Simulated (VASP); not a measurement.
GaC, 4 atoms in the cell. The structure is hexagonal, space group P6_3mc (No. 186). Conventional cell: a = 3.266 Å, b = 3.266 Å, c = 5.599 Å, α = 90.00°, β = 90.00°, γ = 120.00°. Ga (site symmetry 3m) has 4 C at 2.00 to 2.05 Å within 2.7 Å. C (site symmetry 3m) has 4 Ga at 2.00 to 2.05 Å within 2.7 Å. 

- Program: VASP 6.6.1
- Task: relaxation of cell and atoms
- Functional: PBE
- Potentials or basis: VASP PAW PBE potentials, release 64 (Ga_d, C)
- Cutoff: 600 eV
- k mesh: 18 × 18 × 8
- Occupations: gaussian, width 0.1 eV
- Spin: no spin polarisation
- Dipole correction: no
- Further INCAR settings: ALGO = Normal; EDIFF = 1e-07; IBRION = 2; EDIFFG = -0.01; NSW = 100; ISIF = 3

Potentials or basis: VASP PAW PBE potentials, release 64 (Ga_d, C).

Command:

```sh
$ cat potpaw_PBE.64/Ga_d/POTCAR potpaw_PBE.64/C/POTCAR > POTCAR
$ mpirun -np 1 vasp_std > vasp.out
```

Hardware: 1 thread of Oxide Virtual Turin-like Processor, with other jobs on the host.

Q: Estimate the wall time of this run.

A: It took 13 min on 1 thread of Oxide Virtual Turin-like Processor, on a shared host, peak memory 0.33 GiB. Counts: scf iterations 39, k points 185, ion steps 5.
